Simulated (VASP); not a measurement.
# TaAs (TaAs, measured cell) (I4_1md) in VASP: single point with PBE

Aim: the single point of TaAs (TaAs, measured cell) with PBE.

Everything below comes from runs of VASP 6.6.1. Logs are shortened: lines on timing, memory, paths and dates and some standing lists are left out, and cuts for length are marked.

## Step 1: The cell of the first run

The structure is tetragonal, space group I4_1md (No. 109). The conventional cell has a = 3.444 Å, b = 3.444 Å, c = 11.736 Å, α = 90.00°, β = 90.00°, γ = 90.00°. Ta (site symmetry 2mm) has 6 As at 2.61 to 2.62 Å within 3.4 Å. Within 3.4 Å of As (site symmetry 2mm) lie 6 Ta at 2.61 to 2.62 Å.

## Step 2: Single point, PBE

The input, INCAR:

```
SYSTEM = TaAs
PREC     = Accurate       ! precision mode
ENCUT    = 520            ! plane-wave cutoff, eV
EDIFF    = 1E-6           ! SCF threshold, eV
ISMEAR   = 0              ! smearing method
SIGMA    = 0.02           ! smearing width, eV
LREAL    = .FALSE.        ! projectors in reciprocal space
LASPH    = .TRUE.         ! aspherical terms in the spheres
NELM     = 60             ! most SCF steps
ALGO     = Normal         ! electronic algorithm
ISIF     = 2              ! what is computed and relaxed
LWAVE    = .FALSE.        ! write WAVECAR
LCHARG   = .FALSE.        ! write CHGCAR
GGA      = PE             ! functional
NBANDS   = 24             ! bands
```

The input, KPOINTS:

```
Automatic mesh
0
G
  12 12 12
  0 0 0
```

The input, POSCAR:

```
TaAs
1.0
   -1.7218133622      1.7218133622      5.8679415361
    1.7218133622     -1.7218133622      5.8679415361
    1.7218133622      1.7218133622     -5.8679415361
Ta As
2 2
Direct
    0.5000543437      1.0000543437      0.5000000000
    0.7500543437      0.7500543437      0.0000000000
    0.0825450763      0.5825450763      0.5000000000
    0.3325450763      0.3325450763      0.0000000000
```

Potentials or basis: VASP PAW PBE potentials, release 64 (Ta_pv, As).

Started as:

```console
$ cat potpaw_PBE.64/Ta_pv/POTCAR potpaw_PBE.64/As/POTCAR > POTCAR
$ mpirun -np 1 vasp_std > vasp.out
```

OUTCAR:

```text
SYSTEM = TaAs
   PREC = Accurate
   ENCUT = 520
   EDIFF = 1E-6
   ISMEAR = 0
   LREAL = .FALSE.
   LASPH = .TRUE.
   NELM = 60
   ISIF = 2
   GGA = PE

 ion  position               nearest neighbor table
   1  0.500  0.000  0.500-   4 2.61   4 2.61   3 2.62   3 2.62   3 2.62   3 2.62   2 3.40   2 3.40
                             2 3.40   2 3.40
   2  0.750  0.750  0.000-   3 2.61   3 2.61   4 2.62   4 2.62   4 2.62   4 2.62   1 3.40   1 3.40
                             1 3.40   1 3.40
   3  0.083  0.583  0.500-   2 2.61   2 2.61   1 2.62   1 2.62   1 2.62   1 2.62
   4  0.333  0.333  0.000-   1 2.61   1 2.61   2 2.62   2 2.62   2 2.62   2 2.62

  LATTYP: Found a body centered tetragonal cell.
 ALAT       =     3.4436267244
 C/A-ratio  =     3.4080009279

  Lattice vectors:

 A1 = (  -1.7218133622,   1.7218133622,   5.8679415361)
 A2 = (   1.7218133622,  -1.7218133622,   5.8679415361)
 A3 = (   1.7218133622,   1.7218133622,  -5.8679415361)

Analysis of symmetry for initial positions (statically):
=====================================================================
 Subroutine PRICEL returns:
 Original cell was already a primitive cell.

 Routine SETGRP: Setting up the symmetry group for a
 body centered tetragonal supercell.

 Subroutine GETGRP returns: Found  8 space group operations
 (whereof  4 operations were pure point group operations)
 out of a pool of 16 trial point group operations.

The static configuration has the point symmetry C_2v.
 The point group associated with its full space group is C_4v.

Analysis of symmetry for dynamics (positions and initial velocities):
=====================================================================
 Subroutine PRICEL returns:
 Original cell was already a primitive cell.

 Routine SETGRP: Setting up the symmetry group for a
 body centered tetragonal supercell.

 Subroutine GETGRP returns: Found  8 space group operations
 (whereof  4 operations were pure point group operations)
 out of a pool of 16 trial point group operations.

The dynamic configuration has the point symmetry C_2v.
 The point group associated with its full space group is C_4v.

 Subroutine INISYM returns: Found  8 space group operations
 (whereof  4 operations are pure point group operations),
 and found     1 'primitive' translations

----------------------------------------------------------------------------------------

                                     Primitive cell

  volume of cell :      69.5854

  direct lattice vectors                    reciprocal lattice vectors
    -1.721813362  1.721813362  5.867941536     0.000000000  0.290391520  0.085208756
     1.721813362 -1.721813362  5.867941536     0.290391520  0.000000000  0.085208756
     1.721813362  1.721813362 -5.867941536     0.290391520  0.290391520  0.000000000

  length of vectors
     6.353111079  6.353111079  6.353111079     0.302634709  0.302634709  0.410675626

  position of ions in fractional coordinates (direct lattice)
     0.500054344  0.000054344  0.500000000
     0.750054344  0.750054344  0.000000000
     0.082545076  0.582545076  0.500000000
     0.332545076  0.332545076  0.000000000

  ion indices of the primitive-cell ions
   primitive index   ion index
                 1           1
                 2           2
                 3           3
                 4           4

----------------------------------------------------------------------------------------

 KPOINTS: Automatic mesh

Automatic generation of k-mesh.
 Grid dimensions read from file:
 generate k-points for:   12   12   12

 Generating k-lattice:

  Cartesian coordinates                     Fractional coordinates (reciprocal lattice)
     0.000000000  0.024199293  0.007100730     0.083333333  0.000000000  0.000000000
     0.024199293  0.000000000  0.007100730     0.000000000  0.083333333  0.000000000
     0.024199293  0.024199293  0.000000000     0.000000000  0.000000000  0.083333333

  Length of vectors
     0.025219559  0.025219559  0.034222969

  Shift w.r.t. Gamma in fractional coordinates (k-lattice)
     0.000000000  0.000000000  0.000000000

 Subroutine IBZKPT returns following result:
 ===========================================

 Found    163 irreducible k-points:

 Following reciprocal coordinates:
            Coordinates               Weight
  0.000000  0.000000  0.000000      1.000000
  0.083333 -0.000000  0.000000      8.000000
  0.166667  0.000000 -0.000000      8.000000
  0.250000  0.000000  0.000000      8.000000
  0.333333  0.000000 -0.000000      8.000000
  0.416667  0.000000  0.000000      8.000000
[... 16 lines left out ...]
  0.500000  0.166667 -0.000000     16.000000
 -0.416667  0.166667  0.000000     16.000000
 [... further k-points ...]
   k-points           NKPTS =    163   k-points in BZ     NKDIM =    163   number of bands    NBANDS=     24
   number of dos      NEDOS =    301   number of ions     NIONS =      4
   total plane-waves  NPLWV = 110592
   dimension x,y,z NGX =    48 NGY =   48 NGZ =   48
   dimension x,y,z NGXF=    96 NGYF=   96 NGZF=   96
   ions per type =               2   2
   NGX,Y,Z   is equivalent  to a cutoff of  12.56, 12.56, 12.56 a.u.
   NGXF,Y,Z  is equivalent  to a cutoff of  25.12, 25.12, 25.12 a.u.
 SYSTEM =  TaAs
   PREC   = accura    normal or accurate (medium, high low for compatibility)
   ISTART =      0    job   : 0-new  1-cont  2-samecut
   ICHARG =      2    charge: 1-file 2-atom 10-const
   ISPIN  =      1    spin polarized calculation?
   LNONCOLLINEAR =      F non collinear calculations
   LSORBIT =      F    spin-orbit coupling
   LASPH  =      T    aspherical Exc in radial PAW
   ENCUT  =  520.0 eV  38.22 Ry    6.18 a.u.  11.81 11.81 11.81*2*pi/ulx,y,z
   NELM   =     60;   NELMIN=  2; NELMDL= -5     # of ELM steps
   EDIFF  = 0.1E-05   stopping-criterion for ELM
   LREAL  =      F    real-space projection
   EDIFFG = 0.1E-04   stopping-criterion for IOM
   NSW    =      0    number of steps for IOM
   IBRION =     -1    ionic relax: 0-MD 1-quasi-New 2-CG
   NFREE  =      0    steps in history (QN), initial steepest desc. (CG)
   ISIF   =      2    stress and relaxation
   ISYM   =      2    0-nonsym 1-usesym 2-fastsym
   POTIM  = 0.5000    time-step for ionic-motion
   TEBEG  =    0.0;   TEEND  =   0.0 temperature during run
   PSTRESS=    0.0 pullay stress
   NELECT =      32.0000    total number of electrons
   NUPDOWN=      -1.0000    fix difference up-down
   EMIN   =  10.00;   EMAX   =-10.00  energy-range for DOS
   EFERMI =   0.00;   METHOD = LEGACY
   ISMEAR =     0;   SIGMA  =   0.02  broadening in eV -4-tet -1-fermi 0-gaus
   EFERMI_NEDOS =   21; number of points for ismear=-14 and -15
   IALGO  =     38    algorithm
   IMIX   =      4    mixing-type and parameters
     AMIX     =   0.40;   BMIX     =  1.00
     AMIX_MAG =   1.60;   BMIX_MAG =  1.00
  volume/ion in A,a.u.               =      17.40       117.40
  Fermi-wavevector in a.u.,A,eV,Ry     =   1.263627  2.387909 21.725142  1.596753
  Thomas-Fermi vector in A             =   2.396974
   LORBIT       =      0    0 simple, 1 ext, 2 COOP (PROOUT), +10 PAW based schemes
   GGA     = PE    functional components
   LHFCALC =     F    Hartree Fock is set to
   AEXX    =    0.0000 exact exchange contribution
   IVDW    =     0    specifies the selected vdW correction
   LEPSILON=     F    determine dielectric tensor
   LRPA    =     F    only Hartree local field effects (RPA)
 non-spin polarized calculation
 Gauss-broadening in eV      SIGMA  =   0.02
  energy-cutoff  :      520.00
  volume of cell :       69.59
 maximum number of plane-waves:      1900
   NGX = 23   NGY = 23   NGZ = 23

 number of electron      32.0000002 magnetization

 Free energy of the ion-electron system (eV)
  ---------------------------------------------------
  ext. energy  EPLUGINS =         0.00000000
  ---------------------------------------------------
  free energy    TOTEN  =       -35.10588813 eV

  energy without entropy =      -35.10576409  energy(sigma->0) =      -35.10582611

 E-fermi :   7.0055     XC(G=0): -11.9088

 val. band max:        6.9871901304   @ k =  -0.2500   0.2500   0.2500
 cond. band min:       7.0103908713   @ k =  -0.0833   0.5000   0.0833
 fundamental gap:      0.0232007409
 Fermi energy:         7.0055427035

 k-point     1 :       0.0000    0.0000    0.0000
  band No.  band energies     occupation
      1     -28.0077      2.00000
      2     -27.9644      2.00000
      3     -27.9644      2.00000
      4     -27.8181      2.00000
      5     -27.8181      2.00000
      6     -27.7716      2.00000
[... 16 lines left out ...]
     23      11.0677      0.00000
     24      11.0678      0.00000

 k-point     2 :       0.0833   -0.0000    0.0000
  band No.  band energies     occupation
      1     -28.0053      2.00000
      2     -27.9738      2.00000
      3     -27.9634      2.00000
      4     -27.8287      2.00000
      5     -27.8169      2.00000
      6     -27.7725      2.00000
[... 16 lines left out ...]
     23      10.7258      0.00000
     24      11.3997      0.00000

 k-point     3 :       0.1667    0.0000   -0.0000
  band No.  band energies     occupation
      1     -28.0149      2.00000
      2     -27.9830      2.00000
      3     -27.9607      2.00000
      4     -27.8562      2.00000
      5     -27.8136      2.00000
      6     -27.7765      2.00000
[... 16 lines left out ...]
     23      11.1303      0.00000
     24      12.1671      0.00000
[... 514 lines left out ...]
 k-point    23 :       0.5000    0.1667   -0.0000
  band No.  band energies     occupation
      1     -28.1272      2.00000
      2     -27.9932      2.00000
      3     -27.9679      2.00000
      4     -27.9016      2.00000
      5     -27.8382      2.00000
      6     -27.8056      2.00000
[... 16 lines left out ...]
     23      11.2312      0.00000
     24      12.6711      0.00000

 k-point    24 :      -0.4167    0.1667    0.0000
  band No.  band energies     occupation
      1     -28.1163      2.00000
      2     -27.9938      2.00000
      3     -27.9610      2.00000
      4     -27.9122      2.00000
      5     -27.8387      2.00000
      6     -27.7966      2.00000
[... 16 lines left out ...]
     23      11.2649      0.00000
     24      13.1964      0.00000

 [... further k-points ...]
[... 5 lines left out ...]
  --------------------------------------------------------------------------------------
  -------------------------------------------------------------------------------------
  Total        1.2944750      1.2944750      0.7767639      0.0000000      0.0000000      0.0000000
  in kB       29.8048091     29.8048091     17.8847013      0.0000000      0.0000000      0.0000000
  external PRESSURE =      25.8314398 kB  Pullay stress =       0.0000000 kB

 VOLUME and BASIS-vectors are now :
 -----------------------------------------------------------------------------
  energy-cutoff  :      520.00
  volume of cell :       69.59
      direct lattice vectors                 reciprocal lattice vectors
    -1.721813362  1.721813362  5.867941536     0.000000000  0.290391520  0.085208756
     1.721813362 -1.721813362  5.867941536     0.290391520  0.000000000  0.085208756
     1.721813362  1.721813362 -5.867941536     0.290391520  0.290391520  0.000000000

 POSITION                                       TOTAL-FORCE (eV/Angst)
 -----------------------------------------------------------------------------------
      0.00000      1.72181      0.00064        -0.000000     -0.000000      0.001721
      0.00000      0.00000      8.80255         0.000000      0.000000      0.001721
      1.72181      0.00000      0.96874         0.000000      0.000000     -0.001721
      0.00000      0.00000      3.90271        -0.000000     -0.000000     -0.001721
 -----------------------------------------------------------------------------------
    total drift:                                0.000000      0.000000      0.000207

  FREE ENERGIE OF THE ION-ELECTRON SYSTEM (eV)
  ---------------------------------------------------
  free  energy   TOTEN  =       -35.1058881328 eV

  energy  without entropy=      -35.1057640920  energy(sigma->0) =      -35.10582611
```

It took 5.7 min on 1 thread of Intel Xeon Platinum 8488C (Sapphire Rapids), shared host; peak memory 0.49 GiB.

What came out:

```
Free energy            : -35.1059 eV
Pressure               : 2.6 GPa
Band gap on the k mesh : zero (band 16 reaches 7.04 eV, above the bottom of band 17 at 6.99 eV)
```

Stress tensor (GPa, compression positive):
```
2.98 0.00 0.00
0.00 2.98 0.00
0.00 0.00 1.79
```

Levels at points of the mesh, in eV from the Fermi level:
```
           k point  band 12  band 13  band 14  band 15  band 16  band 17  band 18  band 19  band 20  band 21
(0.00, 0.00, 0.00)    -2.49    -2.38    -1.98    -1.66    -1.66     0.89     1.55     2.30     3.07     3.07
(0.50, 0.00, 0.00)    -3.44    -2.46    -2.35    -1.61    -0.30     0.10     1.35     2.22     2.43     3.03
(0.50, 0.50, 0.00)    -5.11    -3.23    -3.23    -1.15    -1.15     2.79     2.79     3.04     3.04     3.76
(0.50, 0.50, 0.50)    -2.90    -2.83    -2.83    -0.95    -0.95     1.20     1.20     2.26     2.26     3.05
```

Caveat: spin-orbit coupling is left out, which moves the levels of the heavy elements.
